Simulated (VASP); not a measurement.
Runs of VASP 6.6.1 on Pd. The structure is that of space group Pm-3m (No. 221), or close to it. The cells are those of the table. 

```tsv
task	cell	cutoff (eV)	gap on the mesh (eV)	pressure (GPa)
single point	a = 2.564 Å, 1 atom	520	none	-0.4
relaxation of cell and atoms	relaxed from a = 2.530 Å, 1 atom	600	none	-0.1
single point	a = 2.538 Å, 1 atom	520	none	4.5
relaxation of cell and atoms	relaxed to 20 GPa from a = 2.530 Å, 1 atom	600	none	20.0
relaxation of cell and atoms	relaxed to 5 GPa from a = 2.530 Å, 1 atom	600	none	5.0
single point	a = 2.479 Å, 1 atom	520	none	(a)
single point	a = 2.516 Å, 1 atom	520	none	9.5
relaxation of cell and atoms	relaxed to 10 GPa from a = 2.530 Å, 1 atom	600	none	10.0
```

Alike in all rows: level PBEsol; potentials or basis VASP PAW PBE potentials, release 64 (Pd); no spin polarisation; k mesh 9 × 9 × 9; smearing gaussian 0.1 eV.

Task: Estimate the missing entries.

Result: (a) 19.3.

Caveats: the PAW data sets were made with another functional, which shifts forces and pressure a little; the cell is relaxed towards a set pressure, so the enthalpy falls and the energy may rise (some runs).

A k mesh can miss the band edges, and the runs leave out spin-orbit coupling on Pd.

A gap of «none» marks levels without a gap at the run's occupations.
